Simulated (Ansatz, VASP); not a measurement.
# MnPtO6 in VASP and in Ansatz

Contents of POSCAR:

```
MnPtO6
1.0
    4.6856717400      0.0000000000      0.0000000000
   -2.3428358700      4.0579152600      0.0000000000
   -2.3428358700      1.3526387500      4.3340087600
Mn O Pt
1 6 1
Direct
    0.5000000000      0.5000000000      0.5000000000
    0.2420000000      0.1180000000      0.7510000000
    0.8820000000      0.3730000000      0.7510000000
    0.6270000000      0.7580000000      0.7510000000
    0.7580000000      0.8820000000      0.2490000000
    0.1180000000      0.6270000000      0.2490000000
    0.3730000000      0.2420000000      0.2490000000
    0.0000000000      0.0000000000      0.0000000000
```

The input INCAR.step1:

```
  PREC = Accurate
  ENCUT = 520
  ISMEAR = -1
  SIGMA = 0.1
  LREAL = False
  LASPH = True
  NELM = 150
  ISPIN = 2
  MAGMOM = 3.12 -0.15 -0.15 -0.15 -0.15 -0.15 -0.15 -0.16
  LMAXMIX = 4
  LDAU = True
  LDAUTYPE = 2
  LDAUL = 2 -1 -1
  LDAUU = 5.1 0 0
  LDAUJ = 0 0 0
  NBANDS = 44
  GGA = PE
  ALGO = Normal
  EDIFF = 1E-4
  LWAVE = True
  LCHARG = False
```

The input INCAR.step2:

```
  PREC = Accurate
  ENCUT = 520
  EDIFF = 1E-6
  ISMEAR = -1
  SIGMA = 0.1
  LREAL = False
  LASPH = True
  NELM = 150
  ALGO = Normal
  ISIF = 2
  LWAVE = False
  LCHARG = False
  ISPIN = 2
  MAGMOM = 3.12 -0.15 -0.15 -0.15 -0.15 -0.15 -0.15 -0.16
  LORBIT = 11
  LMAXMIX = 4
  LDAU = True
  LDAUTYPE = 2
  LDAUL = 2 -1 -1
  LDAUU = 5.1 0 0
  LDAUJ = 0 0 0
  LDAUPRINT = 1
  METAGGA = R2SCAN
  LMIXTAU = True
  NBANDS = 44
  ISTART = 1
```

File KPOINTS:

```
regular mesh
0
Gamma
  5 5 5
```

Input for Ansatz:

```yaml
crystal:
  lattice:
    - [4.68567174, 0.0, 0.0]
    - [-2.34283587, 4.05791526, 0.0]
    - [-2.34283587, 1.35263875, 4.33400876]
  atoms:
    - { symbol: Mn, position: [0.5, 0.5, 0.5] }
    - { symbol: O, position: [0.242, 0.118, 0.751] }
    - { symbol: O, position: [0.882, 0.373, 0.751] }
    - { symbol: O, position: [0.627, 0.758, 0.751] }
    - { symbol: O, position: [0.758, 0.882, 0.249] }
    - { symbol: O, position: [0.118, 0.627, 0.249] }
    - { symbol: O, position: [0.373, 0.242, 0.249] }
    - { symbol: Pt, position: [0.0, 0.0, 0.0] }
kpoints:
  mp_grid: { grid: [5, 5, 5], shift: [0, 0, 0] }
  band_path:
    path:
      - [0.0, 0.0, 0.0]
      - [0.0, 0.0, -0.5]
      - [-0.26839635, -0.26839635, -0.5]
      - [-0.26839635, -0.46320731, -0.23160365]
      - [-0.5, 0.0, 0.0]
      - [0.0, 0.0, 0.0]
      - [-0.36580183, -0.36580183, 0.0]
      - [-0.26839635, -0.36580183, -0.36580183]
      - [0.0, -0.5, -0.5]
      - [0.0, 0.0, 0.0]
    npoints: 6
magnetization:
  spin_polarized: true
scf:
  occupations: { method: fermi_dirac }
  lower_state_search: "off"
  max_iter: 200
hamiltonian:
  pseudopotentials: { kind: paw }
  xc: r2scan
  hubbard:
    projectors: all-electron-ortho-atomic
    sites: [{ species: Mn, l: d, u_eff: 5.1 }]
basis:
  ecutwfc: 500
  fft_grid_basis: typed
output:
  forces: true
  stress: true
  eigenvalues: true
  bader: true
  populations: true
  elf: true
  write_potential: true
  volumetric_format: npy
  dos:
    e_range: [-12, 8]
    de: 0.05
    projected: { site_lists: { Mn: [Mn], O: [O], Pt: [Pt] } }
checkpoint:
  read: saved_state
```

Alike in both runs: task single point; functional r2SCAN; k mesh 5 × 5 × 5; collinear spin; Hubbard terms Mn d U = 5.1 eV.

|  | VASP | Ansatz |
| --- | --- | --- |
| version | VASP 6.6.1 | Ansatz 0.2.0 |
| potentials or method | VASP PAW PBE potentials, release 64 (Mn_pv, O, Pt), cutoff 520 eV | PAW plane waves |
| occupations | fermi-dirac, width 0.1 eV | fermi-dirac |
| valence electrons in the cell | 59 | 69 |

|  | VASP | Ansatz | Ansatz less VASP |
| --- | --- | --- | --- |
| pressure (GPa) | 22.5 | 21.0 | -1.46 |
| traceless stress, the component that is largest in VASP (GPa) | -6.17 | -6.35 | -0.177 |
| rms of the force components (eV/Å) | 1.337 | 1.265 | -0.0725 |
| net moment per atom (μB) | 0.29 | 0.27 | -0.016 |
| size of the moment on the site where the two differ most (μB) | 3.23 | 2.83 | -0.397 |

VASP's potentials were made for PBE, not for r2SCAN. Site moments also hang on the region over which each program counts them. The programs project onto different local orbitals, so the same U acts differently, and such runs can settle in different states. Atom by atom the forces differ by 0.076 eV/Å (rms over components). VASP's potentials hold 59 valence electrons a cell and Ansatz's 69, so a difference there can come from the potentials and not from the codes. Ansatz's warnings: filled band counts differ across k points, structure snapped to symmetry.

Neither program's run includes spin-orbit coupling.
